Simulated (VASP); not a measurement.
A run of VASP 6.6.1 is set up as follows.

Contents of INCAR:

```
PREC = Accurate
ENCUT = 520
EDIFF = 1E-7
ISMEAR = -1
SIGMA = 0.1
LREAL = False
LASPH = True
NELM = 60
ALGO = Normal
ISIF = 2
LWAVE = False
LCHARG = True
LDIPOL = True
IDIPOL = 3
DIPOL = 0.5 0.5 0.500
GGA = PS
LELF = True
LVHAR = True
LVACPOTAV = True
NBANDS = 34
```

The input KPOINTS:

```
Automatic mesh
0
Gamma
  12 9 1
```

The input POSCAR:

```
Pt4Au
1.0
    2.7716650196      0.0000000000      0.0000000000
    0.0000000000      3.9197262610      0.0000000000
    0.0000000000      0.0000000000     21.5433000000
Au Pt
1 4
Direct
    0.0000000000      0.0000000000      0.3775261929
    0.5000000000      0.5000000000      0.4317546603
    0.0000000000      0.0000000000      0.5000000018
    0.5000000000      0.5000000000      0.5682453384
    0.0000000000      0.0000000000      0.6224738066
```

Potentials or basis: VASP PAW PBE potentials, release 64 (Au, Pt).

The run is started by

```bash
$ cat potpaw_PBE.64/Au/POTCAR potpaw_PBE.64/Pt/POTCAR > POTCAR
$ mpirun -np 1 vasp_std > vasp.out
```

(1) Predict the largest force.

Results:

(1) 1.532 eV/Å.

Caveat: the PAW data sets were made with another functional, which shifts forces and pressure a little.
